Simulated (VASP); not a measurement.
# MgO in VASP: further runs

The runs below take MgO through single point, with r2SCAN, PBE.

Program: VASP 6.6.1. These are calculated values, not measurements. Logs are shortened: lines on timing, memory, paths and dates and some standing lists are left out, and cuts for length are marked.

**1. The cell of the first run**

It takes space group Pm-3m (No. 221, cubic). Conventional cell: a = 2.656 Å, b = 2.656 Å, c = 2.656 Å, α = 90.00°, β = 90.00°, γ = 90.00°. Within 3.0 Å of Mg (site symmetry m-3m) lie 8 O at 2.30 Å and 6 Mg at 2.66 Å. O (site symmetry m-3m) has 8 Mg at 2.30 Å and 6 O at 2.66 Å within 3.0 Å.

**2. Single point, r2SCAN (strain +1.2%)**

Input file POSCAR:

```
MgO
1.0
    2.6556162495      0.0000000000      0.0000000000
    0.0000000000      2.6556162495      0.0000000000
    0.0000000000      0.0000000000      2.6556162495
Mg O
1 1
Direct
    0.0000000000      0.0000000000      0.0000000000
    0.5000000000      0.5000000000      0.5000000000
```

Input file INCAR.step1:

```
ALGO = Normal ; EDIFF = 1E-4
ENCUT = 520 ; GGA = PE
ISMEAR = 0 ; LASPH = T
LCHARG = F ; LREAL = F
LWAVE = T ; NBANDS = 11
NELM = 100 ; PREC = Accurate
SIGMA = 0.01
```

Input file INCAR.step2:

```
ALGO = Normal ; EDIFF = 1E-6
ENCUT = 520 ; ISIF = 2
ISMEAR = 0 ; ISTART = 1
LASPH = T ; LCHARG = T
LELF = T ; LMIXTAU = T
LREAL = F ; LVHAR = T
LWAVE = F ; METAGGA = R2SCAN
NBANDS = 11 ; NELM = 100
PREC = Accurate ; SIGMA = 0.01
```

Input file KPOINTS:

```
k-points
0
Gamma
  10 10 10
```

Potentials or basis: VASP PAW PBE potentials, release 64 (Mg, O).

Run with:

```bash
$ cat potpaw_PBE.64/Mg/POTCAR potpaw_PBE.64/O/POTCAR > POTCAR
$ cp INCAR.step1 INCAR
$ mpirun -np 1 vasp_std > vasp.out
$ cp INCAR.step2 INCAR
$ mpirun -np 1 vasp_std > vasp.out
```

OUTCAR:

```text
EDIFF = 1E-6
   ENCUT = 520
   ISIF = 2
   ISMEAR = 0
   ISTART = 1
   LASPH = T
   LREAL = F
   METAGGA = R2SCAN
   NELM = 100
   PREC = Accurate

 ion  position               nearest neighbor table
   1  0.000  0.000  0.000-   2 2.30   2 2.30   2 2.30   2 2.30   2 2.30   2 2.30   2 2.30   2 2.30

   2  0.500  0.500  0.500-   1 2.30   1 2.30   1 2.30   1 2.30   1 2.30   1 2.30   1 2.30   1 2.30

  LATTYP: Found a simple cubic cell.
 ALAT       =     2.6556162495

  Lattice vectors:

 A1 = (   2.6556162495,   0.0000000000,   0.0000000000)
 A2 = (   0.0000000000,   2.6556162495,   0.0000000000)
 A3 = (   0.0000000000,   0.0000000000,   2.6556162495)

Analysis of symmetry for initial positions (statically):
=====================================================================
 Subroutine PRICEL returns:
 Original cell was already a primitive cell.

 Routine SETGRP: Setting up the symmetry group for a
 simple cubic supercell.

 Subroutine GETGRP returns: Found 48 space group operations
 (whereof 48 operations were pure point group operations)
 out of a pool of 48 trial point group operations.

The static configuration has the point symmetry O_h .

Analysis of symmetry for dynamics (positions and initial velocities):
=====================================================================
 Subroutine PRICEL returns:
 Original cell was already a primitive cell.

 Routine SETGRP: Setting up the symmetry group for a
 simple cubic supercell.

 Subroutine GETGRP returns: Found 48 space group operations
 (whereof 48 operations were pure point group operations)
 out of a pool of 48 trial point group operations.

The dynamic configuration has the point symmetry O_h .

 Subroutine INISYM returns: Found 48 space group operations
 (whereof 48 operations are pure point group operations),
 and found     1 'primitive' translations

----------------------------------------------------------------------------------------

                                     Primitive cell

  volume of cell :      18.7282

  direct lattice vectors                    reciprocal lattice vectors
     2.655616249  0.000000000  0.000000000     0.376560431  0.000000000  0.000000000
     0.000000000  2.655616249  0.000000000     0.000000000  0.376560431  0.000000000
     0.000000000  0.000000000  2.655616249     0.000000000  0.000000000  0.376560431

  length of vectors
     2.655616249  2.655616249  2.655616249     0.376560431  0.376560431  0.376560431

  position of ions in fractional coordinates (direct lattice)
     0.000000000  0.000000000  0.000000000
     0.500000000  0.500000000  0.500000000

  ion indices of the primitive-cell ions
   primitive index   ion index
                 1           1
                 2           2

----------------------------------------------------------------------------------------

 KPOINTS: k-points

Automatic generation of k-mesh.
 Grid dimensions read from file:
 generate k-points for:   10   10   10

 Generating k-lattice:

  Cartesian coordinates                     Fractional coordinates (reciprocal lattice)
     0.037656043  0.000000000  0.000000000     0.100000000  0.000000000  0.000000000
     0.000000000  0.037656043  0.000000000     0.000000000  0.100000000  0.000000000
     0.000000000  0.000000000  0.037656043     0.000000000  0.000000000  0.100000000

  Length of vectors
     0.037656043  0.037656043  0.037656043

  Shift w.r.t. Gamma in fractional coordinates (k-lattice)
     0.000000000  0.000000000  0.000000000

 Subroutine IBZKPT returns following result:
 ===========================================

 Found     56 irreducible k-points:

 Following reciprocal coordinates:
            Coordinates               Weight
  0.000000  0.000000  0.000000      1.000000
  0.100000  0.000000  0.000000      6.000000
  0.200000  0.000000  0.000000      6.000000
  0.300000  0.000000  0.000000      6.000000
  0.400000  0.000000  0.000000      6.000000
  0.500000  0.000000  0.000000      3.000000
[... 16 lines left out ...]
  0.200000  0.100000  0.100000     24.000000
  0.300000  0.100000  0.100000     24.000000
 [... further k-points ...]
   k-points           NKPTS =     56   k-points in BZ     NKDIM =     56   number of bands    NBANDS=     11
   number of dos      NEDOS =    301   number of ions     NIONS =      2
   total plane-waves  NPLWV =   8000
   dimension x,y,z NGX =    20 NGY =   20 NGZ =   20
   dimension x,y,z NGXF=    40 NGYF=   40 NGZF=   40
   ions per type =               1   1
   NGX,Y,Z   is equivalent  to a cutoff of  12.52, 12.52, 12.52 a.u.
   NGXF,Y,Z  is equivalent  to a cutoff of  25.04, 25.04, 25.04 a.u.
 SYSTEM =  unknown system
   PREC   = accura    normal or accurate (medium, high low for compatibility)
   ISTART =      1    job   : 0-new  1-cont  2-samecut
   ICHARG =      0    charge: 1-file 2-atom 10-const
   ISPIN  =      1    spin polarized calculation?
   LNONCOLLINEAR =      F non collinear calculations
   LSORBIT =      F    spin-orbit coupling
   LASPH  =      T    aspherical Exc in radial PAW
   ENCUT  =  520.0 eV  38.22 Ry    6.18 a.u.   4.94  4.94  4.94*2*pi/ulx,y,z
   NELM   =    100;   NELMIN=  2; NELMDL=  0     # of ELM steps
   EDIFF  = 0.1E-05   stopping-criterion for ELM
   LREAL  =      F    real-space projection
   EDIFFG = 0.1E-04   stopping-criterion for IOM
   NSW    =      0    number of steps for IOM
   IBRION =     -1    ionic relax: 0-MD 1-quasi-New 2-CG
   NFREE  =      0    steps in history (QN), initial steepest desc. (CG)
   ISIF   =      2    stress and relaxation
   ISYM   =      2    0-nonsym 1-usesym 2-fastsym
   POTIM  = 0.5000    time-step for ionic-motion
   TEBEG  =    0.0;   TEEND  =   0.0 temperature during run
   PSTRESS=    0.0 pullay stress
   NELECT =       8.0000    total number of electrons
   NUPDOWN=      -1.0000    fix difference up-down
   EMIN   =  10.00;   EMAX   =-10.00  energy-range for DOS
   EFERMI =   0.00;   METHOD = LEGACY
   ISMEAR =     0;   SIGMA  =   0.01  broadening in eV -4-tet -1-fermi 0-gaus
   EFERMI_NEDOS =   21; number of points for ismear=-14 and -15
   IALGO  =     38    algorithm
   IMIX   =      4    mixing-type and parameters
     AMIX     =   0.40;   BMIX     =  1.00
     AMIX_MAG =   1.60;   BMIX_MAG =  1.00
  volume/ion in A,a.u.               =       9.36        63.19
  Fermi-wavevector in a.u.,A,eV,Ry     =   1.232933  2.329906 20.682543  1.520124
  Thomas-Fermi vector in A             =   2.367684
   LORBIT       =      0    0 simple, 1 ext, 2 COOP (PROOUT), +10 PAW based schemes
   METAGGA = R2SCAN    functional components
   LHFCALC =     F    Hartree Fock is set to
   AEXX    =    0.0000 exact exchange contribution
   IVDW    =     0    specifies the selected vdW correction
   LEPSILON=     F    determine dielectric tensor
   LRPA    =     F    only Hartree local field effects (RPA)
 non-spin polarized calculation
 Gauss-broadening in eV      SIGMA  =   0.01
  energy-cutoff  :      520.00
  volume of cell :       18.73
 maximum number of plane-waves:       518
 NGX is ok and might be reduce to    20
   NGX =  9   NGY =  9   NGZ =  9

 number of electron       7.9999994 magnetization

 Free energy of the ion-electron system (eV)
  ---------------------------------------------------
  ext. energy  EPLUGINS =         0.00000000
  ---------------------------------------------------
  free energy    TOTEN  =       -14.51199923 eV

  energy without entropy =      -14.51199923  energy(sigma->0) =      -14.51199923

 E-fermi :   4.5644     XC(G=0): -11.6945

 val. band max:        4.4878031325   @ k =   0.5000   0.5000   0.0000
 cond. band min:       7.5916083075   @ k =   0.0000   0.0000   0.0000
 fundamental gap:      3.1038051750
 Fermi energy:         4.5644009263

 k-point     1 :       0.0000    0.0000    0.0000
  band No.  band energies     occupation
      1     -14.8468      2.00000
      2       3.4707      2.00000
      3       3.4707      2.00000
      4       3.4707      2.00000
      5       7.5916      0.00000
      6      15.8679      0.00000
      7      15.8679      0.00000
      8      25.7524      0.00000
      9      25.7524      0.00000
     10      25.7524      0.00000
     11      33.0131      0.00000

 k-point     2 :       0.1000    0.0000    0.0000
  band No.  band energies     occupation
      1     -14.7532      2.00000
      2       2.6658      2.00000
      3       3.5120      2.00000
      4       3.5120      2.00000
      5       8.1909      0.00000
      6      16.0645      0.00000
      7      16.0791      0.00000
      8      25.5608      0.00000
      9      25.5608      0.00000
     10      25.9340      0.00000
     11      32.0734      0.00000

 k-point     3 :       0.2000    0.0000    0.0000
  band No.  band energies     occupation
      1     -14.4963      2.00000
      2       1.0979      2.00000
      3       3.6225      2.00000
      4       3.6225      2.00000
      5       9.3062      0.00000
      6      16.2869      0.00000
      7      16.7088      0.00000
      8      24.9988      0.00000
      9      24.9988      0.00000
     10      26.7990      0.00000
     11      30.0824      0.00000

 k-point     4 :       0.3000    0.0000    0.0000
  band No.  band energies     occupation
      1     -14.1496      2.00000
      2      -0.4200      2.00000
      3       3.7638      2.00000
      4       3.7638      2.00000
      5      10.4764      0.00000
      6      15.9840      0.00000
      7      17.7385      0.00000
      8      24.2230      0.00000
      9      24.2230      0.00000
     10      26.8958      0.00000
     11      28.7681      0.00000
[... 239 lines left out ...]
 k-point    22 :       0.1000    0.1000    0.1000
  band No.  band energies     occupation
      1     -14.5714      2.00000
      2       2.3856      2.00000
      3       3.0376      2.00000
      4       3.0376      2.00000
      5       9.2221      0.00000
      6      16.4010      0.00000
      7      16.4010      0.00000
      8      24.1503      0.00000
      9      26.3213      0.00000
     10      26.3213      0.00000
     11      29.8551      0.00000

 k-point    23 :       0.2000    0.1000    0.1000
  band No.  band energies     occupation
      1     -14.3238      2.00000
      2       1.2128      2.00000
      3       2.9261      2.00000
      4       3.1771      2.00000
      5      10.2025      0.00000
      6      16.5286      0.00000
      7      16.7899      0.00000
      8      23.4945      0.00000
      9      25.3846      0.00000
     10      27.6005      0.00000
     11      28.3594      0.00000

 k-point    24 :       0.3000    0.1000    0.1000
  band No.  band energies     occupation
      1     -13.9902      2.00000
      2      -0.2133      2.00000
      3       3.1211      2.00000
      4       3.3572      2.00000
      5      11.2621      0.00000
      6      16.0354      0.00000
      7      17.3376      0.00000
      8      23.3436      0.00000
      9      24.1222      0.00000
     10      27.3711      0.00000
     11      27.6042      0.00000

 [... further k-points ...]
[... 5 lines left out ...]
  --------------------------------------------------------------------------------------
  -------------------------------------------------------------------------------------
  Total       -0.7578187     -0.7578187     -0.7578187     -0.0000000     -0.0000000      0.0000000
  in kB      -64.8305839    -64.8305839    -64.8305839     -0.0000000     -0.0000000      0.0000000
  external PRESSURE =     -64.8305839 kB  Pullay stress =       0.0000000 kB

 VOLUME and BASIS-vectors are now :
 -----------------------------------------------------------------------------
  energy-cutoff  :      520.00
  volume of cell :       18.73
      direct lattice vectors                 reciprocal lattice vectors
     2.655616249  0.000000000  0.000000000     0.376560431  0.000000000  0.000000000
     0.000000000  2.655616249  0.000000000     0.000000000  0.376560431  0.000000000
     0.000000000  0.000000000  2.655616249     0.000000000  0.000000000  0.376560431

 POSITION                                       TOTAL-FORCE (eV/Angst)
 -----------------------------------------------------------------------------------
      0.00000      0.00000      0.00000         0.000000      0.000000      0.000000
      1.32781      1.32781      1.32781         0.000000      0.000000      0.000000
 -----------------------------------------------------------------------------------
    total drift:                                0.000000      0.000000      0.000000

  FREE ENERGIE OF THE ION-ELECTRON SYSTEM (eV)
  ---------------------------------------------------
  free  energy   TOTEN  =       -14.5119992338 eV

  energy  without entropy=      -14.5119992338  energy(sigma->0) =      -14.51199923
```

It took 26 s on 1 thread of Intel Xeon 6975P-C, shared host; peak memory 0.13 GiB.

What came out:

* Free energy: -14.5120 eV
* Pressure: -6.5 GPa
* Band gap on the k mesh: 3.10 eV, indirect (least direct gap 4.12 eV)

Caveat: the cell differs from its parent crystal (strain +1.2%); the PAW data sets were made with another functional, which shifts forces and pressure a little. A k mesh can miss the band edges.

**3. Single point, PBE (biaxial xy strain +4.8%)**

Input file INCAR:

```
PREC = Accurate
ENCUT = 520
EDIFF = 1E-6
ISMEAR = -1
SIGMA = 0.02
LREAL = F
LASPH = T
NELM = 60
ALGO = Normal
ISIF = 2
LWAVE = F
LCHARG = F
GGA = PE
NBANDS = 11
```

Input file KPOINTS:

```
regular mesh
0
Gamma
  10 10 10
```

Input file POSCAR:

```
MgO
1.0
    2.7482204712      0.0000000000      0.0000000000
    0.0000000000      2.7482204712      0.0000000000
    0.0000000000      0.0000000000      2.6233490561
Mg O
1 1
Direct
    0.0000000000      0.0000000000      0.0000000000
    0.5000000000      0.5000000000      0.5000000000
```

Potentials or basis: VASP PAW PBE potentials, release 64 (Mg, O).

Run with:

```bash
$ cat potpaw_PBE.64/Mg/POTCAR potpaw_PBE.64/O/POTCAR > POTCAR
$ mpirun -np 1 vasp_std > vasp.out
```

Run time: 13 s. Hardware: 1 thread of Intel Xeon 6975P-C, shared host; peak memory 0.14 GiB.

The run converged. Its results:

```yaml
Free_energy: -10.3256 eV
Pressure: -6.8 GPa
Band_gap_on_the_k_mesh: 1.45 eV, indirect (least direct gap 2.22 eV)
```

Stress tensor (GPa, compression positive):
```
-15.70   0.00   0.00
  0.00 -15.70   0.00
  0.00   0.00  11.02
```

Levels at points of the mesh, in eV from the valence-band top:
```tsv
k point	band 2	band 3	band 4	band 5	band 6	band 7
(0.00, 0.00, 0.00)	-1.43	-1.43	-0.77	1.45	9.57	10.46
(0.50, 0.00, 0.00)	-6.41	-1.03	-0.42	6.15	8.07	13.81
(0.50, 0.50, 0.00)	-4.73	-4.73	0.00	3.87	11.11	11.11
(0.00, 0.00, 0.50)	-6.15	-0.91	-0.91	5.73	8.55	13.84
(0.50, 0.00, 0.50)	-4.57	-4.51	-0.43	4.57	10.57	11.33
(0.50, 0.50, 0.50)	-3.60	-3.52	-3.52	6.57	6.98	6.98
```

Caveat: the cell differs from its parent crystal (biaxial xy strain +4.8%). A k mesh can miss the band edges.
